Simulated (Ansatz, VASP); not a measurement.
## One calculation of Ti3P4, two programs

Contents of INCAR:

```
ALGO = Normal ; EDIFF = 1E-6
ENCUT = 520 ; GGA = PE
ISIF = 2 ; ISMEAR = 0
LASPH = T ; LCHARG = F
LREAL = F ; LWAVE = F
NBANDS = 37 ; NELM = 60
PREC = Accurate ; SIGMA = 0.1
```

Contents of KPOINTS:

```
k-points
0
Gamma
  4 4 4
```

Contents of POSCAR:

```
Ti3P4
1.0
    5.4882916600      0.0000000000      0.0000000000
    0.0000000000      5.4882916600      0.0000000000
    0.0000000000      0.0000000000      5.4882916600
Ti P
3 4
Direct
    0.0000000000      0.0000000000      0.5000000000
    0.0000000000      0.5000000000      0.0000000000
    0.5000000000      0.0000000000      0.0000000000
    0.2500000000      0.2500000000      0.2500000000
    0.2500000000      0.7500000000      0.7500000000
    0.7500000000      0.2500000000      0.7500000000
    0.7500000000      0.7500000000      0.2500000000
```

Input for Ansatz:

```yaml
crystal:
  lattice:
    - [5.48829166, 0.0, 0.0]
    - [0.0, 5.48829166, 0.0]
    - [0.0, 0.0, 5.48829166]
  atoms:
    - { symbol: Ti, position: [0.0, 0.0, 0.5] }
    - { symbol: Ti, position: [0.0, 0.5, 0.0] }
    - { symbol: Ti, position: [0.5, 0.0, 0.0] }
    - { symbol: P, position: [0.25, 0.25, 0.25] }
    - { symbol: P, position: [0.25, 0.75, 0.75] }
    - { symbol: P, position: [0.75, 0.25, 0.75] }
    - { symbol: P, position: [0.75, 0.75, 0.25] }
basis:
  ecutwfc: 420
kpoints:
  mp_grid: { grid: [4, 4, 4] }
hamiltonian:
  xc: pbe
scf:
  occupations: { method: gaussian, width: 0.1 }
  lower_state_search: "off"
output:
  forces: true
  stress: true
  eigenvalues: true
```

Change from the starting cell: ordered vacancies on the cation sites of zinc blende (P-43m, No. 215).

Alike in both runs: task single point; functional PBE; k mesh 4 × 4 × 4; occupations gaussian, width 0.1 eV; no spin polarisation.

|  | VASP | Ansatz |
| --- | --- | --- |
| version | VASP 6.6.1 | Ansatz 0.2.0 |
| potentials or method | VASP PAW PBE potentials, release 64 (Ti_sv, P), cutoff 520 eV | scalar-relativistic, plane waves, PAW |
| valence electrons in the cell | 56 | 56 |

```csv
,VASP,Ansatz,Ansatz less VASP
gap on the k mesh at the Fermi level (eV),0.54,0.53,-0.001
least direct gap on the mesh (eV),0.75,0.75,+0.001
pressure (GPa),0.5,0.5,+0.01
```
